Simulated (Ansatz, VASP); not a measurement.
## Two plane-wave programs on Rh

```
CELL_PARAMETERS angstrom
0.00000 1.89000 1.98450
1.89000 0.00000 1.98450
1.89000 1.89000 0.00000
ATOMIC_POSITIONS crystal
Rh 0.00000 0.00000 0.00000
```

Change from the starting cell: strain +0.000 along x and y, +0.050 along z, atoms carried along.

Alike in both runs: task single point; functional PBEsol; k mesh 28 × 28 × 28; occupations gaussian, width 0.15 eV; no spin polarisation.

```csv
,VASP,Ansatz
version,VASP 6.6.1,Ansatz 0.2.0
potentials or method,"VASP PAW PBE potentials, release 64 (Rh_pv), cutoff 520 eV","scalar-relativistic, plane waves, PAW"
valence electrons in the cell,15,17
```

```csv
,VASP,Ansatz,Ansatz less VASP
gap on the k mesh at the Fermi level (eV),none,none,-
pressure (GPa),-12.3,-12.3,+0.05
"traceless stress, the component that is largest in VASP (GPa)",-7.58,-7.61,-0.023
```

VASP's potentials were made for PBE, not for PBEsol. A gap of «none» marks a metal or a gap that the smearing closes. VASP's potentials hold 15 valence electrons a cell and Ansatz's 17, so a difference there can come from the potentials and not from the codes.
